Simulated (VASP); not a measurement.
## Pt: relaxation of cell and atoms with PBE

Pt:

```
CELL_PARAMETERS angstrom
2.78626 0.00000 0.00000
-1.39313 2.41297 0.00000
0.00000 0.00000 9.33214
ATOMIC_POSITIONS crystal
Pt 0.00000 0.00000 0.00000
Pt 0.00000 0.00000 0.50000
Pt 0.33333 0.66667 0.75000
Pt 0.66667 0.33333 0.25000
```

```json
{
  "Program": "VASP 6.6.1",
  "Task": "relaxation of cell and atoms",
  "Functional": "PBE",
  "Potentials or basis": "VASP PAW PBE potentials, release 64 (Pt)",
  "Cutoff": "600 eV",
  "k mesh": "18 × 18 × 6",
  "Occupations": "gaussian, width 0.1 eV",
  "Spin": "no spin polarisation",
  "Dipole correction": "no",
  "Further INCAR settings": "ALGO = Normal; EDIFF = 1e-07; IBRION = 2; EDIFFG = -0.01; NSW = 100; ISIF = 3"
}
```

The relaxed volume is 15.66 Å³/atom, the relaxed cell is a = 2.781 Å, b = 2.781 Å, c = 9.353 Å, α = 90.00°, β = 90.00°, γ = 120.00° and the space group after relaxing (to 0.05 Å) is P6_3/mmc (No. 194). The energy gained by relaxing is 0.1 meV/atom. The ionic steps are 5. The pressure after relaxing is 0.0 GPa.

Step by step:
```tsv
step	energy change (eV)	largest force (eV/Å)	pressure (GPa)	volume (Å³)
1	0.0000	0.0000	-0.37	62.74
2	0.0003	0.0000	0.96	62.41
3	-0.0002	0.0000	0.15	62.61
4	-0.0004	0.0000	0.05	62.64
5	-0.0004	0.0000	0.03	62.65
```

Final structure:
```
Pt
1.0
     2.78104    0.00000    0.00000
    -1.39052    2.40845    0.00000
     0.00000    0.00000    9.35327
Pt
4
Direct
  0.00000 0.00000 0.00000
  0.00000 0.00000 0.50000
  0.33333 0.66667 0.75000
  0.66667 0.33333 0.25000
```

Levels at points of the mesh, in eV from the Fermi level:
| k point | band 16 | band 17 | band 18 | band 19 | band 20 | band 21 | band 22 | band 23 | band 24 |
| --- | --- | --- | --- | --- | --- | --- | --- | --- | --- |
| (0.00, 0.00, 0.00) | -1.83 | -1.83 | -1.25 | -1.25 | -0.86 | -0.86 | -0.55 | -0.13 | -0.13 |
| (0.50, 0.00, 0.00) | 0.14 | 0.24 | 0.24 | 0.32 | 0.32 | 0.38 | 1.07 | 3.04 | 3.32 |
| (0.00, 0.00, 0.50) | -2.43 | -1.58 | -1.58 | -1.58 | -1.58 | -0.43 | -0.43 | -0.43 | -0.43 |
| (0.50, 0.00, 0.50) | -0.65 | 0.17 | 0.17 | 0.35 | 0.35 | 1.93 | 1.93 | 2.93 | 2.93 |

It took 9.6 min on 1 thread of Intel(R) Xeon(R) Platinum 8488C (Sapphire Rapids), with other jobs on the host, peak memory 0.35 GiB.

Caveat: the bands computed are all filled at some k points, so no gap is given; spin-orbit coupling is left out, which moves the levels of the heavy elements.
